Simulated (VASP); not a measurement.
Write the native input for VASP 6.6.1 that does the following.

| Quantity | Value |
| --- | --- |
| Task | relaxation of cell and atoms |
| Functional | PBE |
| Potentials or basis | VASP PAW PBE potentials, release 64 (Cs_sv, Cd) |
| Cutoff | 600 eV |
| k mesh | 4 × 4 × 4 |
| Occupations | gaussian, width 0.1 eV |
| Spin | no spin polarisation |
| Dipole correction | no |
| Further INCAR settings | ALGO = Fast; EDIFF = 1e-06; IBRION = 2; EDIFFG = -0.04; NSW = 90; ISIF = 3 |

The structure of CsCd lies in POSCAR:

```
CsCd
1.0
    4.1442467714      0.0000000000      0.0000000000
    0.0000000000      4.1442467714      0.0000000000
    0.0000000000      0.0000000000      4.1442467714
Cs Cd
1 1
Direct
    0.0000000000      0.0000000000      0.0000000000
    0.5000000000      0.5000000000      0.5000000000
```

The input as run:

INCAR

```
SYSTEM = CsCd
  ALGO = Fast
  EDIFF = 1E-6
  EDIFFG = -0.04
  ENCUT = 600
  GGA = PE
  IBRION = 2
  ISIF = 3
  ISMEAR = 0
  LASPH = .True.
  LCHARG = .False.
  LREAL = .False.
  LWAVE = .False.
  NELM = 60
  NSW = 90
  PREC = Accurate
  SIGMA = 0.1
```

KPOINTS

```
k-points
0
Gamma
  4 4 4
  0 0 0
```

Potentials or basis: VASP PAW PBE potentials, release 64 (Cs_sv, Cd).

Launch:

```console
$ cat potpaw_PBE.64/Cs_sv/POTCAR potpaw_PBE.64/Cd/POTCAR > POTCAR
$ mpirun -np 1 vasp_std > vasp.out
```

It gave:

```json
{
  "Relaxed volume": "52.03 Å³/atom",
  "Relaxed cell": "a = 4.704 Å, b = 4.704 Å, c = 4.704 Å, α = 90.00°, β = 90.00°, γ = 90.00°",
  "Space group after relaxing (to 0.05 Å)": "Pm-3m (No. 221)",
  "Energy gained by relaxing": "232.8 meV/atom",
  "Ionic steps": "4",
  "Pressure after relaxing": "0.1 GPa"
}
```

Caveat: the k points lie up to 0.33 Å⁻¹ apart in the final cell; the volume moved by over 15 % at a fixed basis, so the end points are rough.

Run time: 40 s on 1 thread of Intel(R) Xeon(R) Platinum 8375C CPU @ 2.90GHz (Ice Lake), with other jobs on the host, peak memory 0.21 GiB.
